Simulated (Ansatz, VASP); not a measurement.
**Two plane-wave programs on Ge**

File INCAR:

```
SYSTEM = Ge
PREC = Accurate
ENCUT = 520
EDIFF = 1E-8
ISMEAR = -1
SIGMA = 0.05
LREAL = .False.
LASPH = .True.
NELM = 80
ALGO = Normal
ISIF = 2
LWAVE = .False.
LCHARG = .False.
GGA = PE
LEFG = .True.
NBANDS = 13
```

The input KPOINTS:

```
Automatic mesh
0
Gamma
  13 13 13
  0 0 0
```

File POSCAR:

```
Ge
1.0
    2.7477632042      0.0000000000      0.0000000000
    0.0000000000      2.7477632042      0.0000000000
    0.0000000000      0.0000000000      2.7477632042
Ge
1
Direct
    0.0000000000      0.0000000000      0.0000000000
```

Input for Ansatz:

```yaml
crystal:
  lattice:
    - [2.7477632042, 0.0, 0.0]
    - [0.0, 2.7477632042, 0.0]
    - [0.0, 0.0, 2.7477632042]
  atoms:
    - { symbol: Ge, position: [0.0, 0.0, 0.0] }
kpoints:
  mp_grid: { grid: [13, 13, 13] }
scf:
  occupations: { method: fermi_dirac, width: 0.05 }
hamiltonian:
  xc: pbe
  pseudopotentials: { kind: paw }
output:
  forces: true
  stress: true
  eigenvalues: true
  efg: { contact_densities: true }
```

Change from the starting cell: volume scaled by 1.04, PAW files.

Alike in both runs: task electric field gradients; functional PBE; k mesh 13 × 13 × 13; occupations fermi-dirac, width 0.05 eV; no spin polarisation.

|  | VASP | Ansatz |
| --- | --- | --- |
| version | VASP 6.6.1 | Ansatz 0.2.0 |
| potentials or method | VASP PAW PBE potentials, release 64 (Ge_d) | PAW with Ansatz's default frozen-core files, scalar-relativistic |
| plane-wave cutoff (eV) | 520 | 420 |
| valence electrons in the cell | 14 | 14 |

|  | VASP | Ansatz | Ansatz less VASP |
| --- | --- | --- | --- |
| pressure (GPa) | -2.4 | -2.4 | -0.04 |
